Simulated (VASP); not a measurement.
Input of a VASP 6.6.1 run:

Contents of INCAR:

```
SYSTEM = ZnS
PREC = Accurate
ENCUT = 520
EDIFF = 1E-6
ISMEAR = 0
SIGMA = 0.05
LREAL = .False.
LASPH = .True.
NELM = 80
ALGO = Normal
ISIF = 2
LWAVE = .False.
LCHARG = .True.
GGA = PE
LELF = .True.
LVHAR = .True.
NBANDS = 26
```

KPOINTS

```
Automatic mesh
0
Gamma
  12 12 4
  0 0 0
```

File POSCAR:

```
ZnS
1.0
    3.8454929889      0.0000000000      0.0000000000
   -1.9227464944      3.3302946184      0.0000000000
    0.0000000000      0.0000000000      6.4314399708
Zn S
2 2
Direct
    0.3333333333      0.6666666667      0.0052197899
    0.6666666667      0.3333333333      0.5052197899
    0.3333333333      0.6666666667      0.3797802101
    0.6666666667      0.3333333333      0.8797802101
```

Potentials or basis: VASP PAW PBE potentials, release 64 (Zn, S).

Run with:

```sh
$ cat potpaw_PBE.64/Zn/POTCAR potpaw_PBE.64/S/POTCAR > POTCAR
$ mpirun -np 1 vasp_std > vasp.out
```

**Question.** What does it give for the pressure?

**Answer.** -1.2 GPa.

**Question.** What does it give for the band gap on the k mesh?

**Answer.** 1.95 eV, direct.

**Question.** What does it give for the largest force?

**Answer.** 0.085 eV/Å.

Forces in eV/Å, atoms in the order of the input:
```
Zn   0.000  0.000  0.085
Zn   0.000  0.000  0.085
S    0.000  0.000 -0.085
S    0.000  0.000 -0.085
```

Caveat: the cell differs from its parent crystal (strain +0.0200 x Voigt [0, 0, 1, 0, 0, 0]). A k mesh can miss the band edges.
